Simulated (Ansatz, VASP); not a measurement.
Two plane-wave programs on Al

```
CELL_PARAMETERS angstrom
2.67010 0.00000 0.00000
-1.33505 2.31237 0.00000
0.00000 0.00000 9.85380
ATOMIC_POSITIONS crystal
Al 0.00000 0.00000 0.00000
Al 0.33333 0.66667 0.25000
Al 0.00000 0.00000 0.50000
Al 0.66667 0.33333 0.75000
```

Alike in both runs: task single point; functional PBEsol; dispersion D3(BJ); k mesh 18 × 18 × 6; occupations gaussian, width 0.15 eV; no spin polarisation.

```csv
,VASP,Ansatz
version,VASP 6.6.1,Ansatz 0.2.0
potentials or method,"VASP PAW PBE potentials, release 64 (Al), cutoff 520 eV","scalar-relativistic, plane waves, PAW"
valence electrons in the cell,12,12
```

|  | VASP | Ansatz | Ansatz less VASP |
| --- | --- | --- | --- |
| gap on the k mesh at the Fermi level (eV) | none | none | - |
| pressure (GPa) | 4.6 | 4.5 | -0.13 |
| traceless stress, the component that is largest in VASP (GPa) | -9.41 | -9.33 | +0.073 |

VASP's potentials were made for PBE, not for PBEsol, and Ansatz warns of the same on its side. A gap of «none» marks a metal or a gap that the smearing closes.
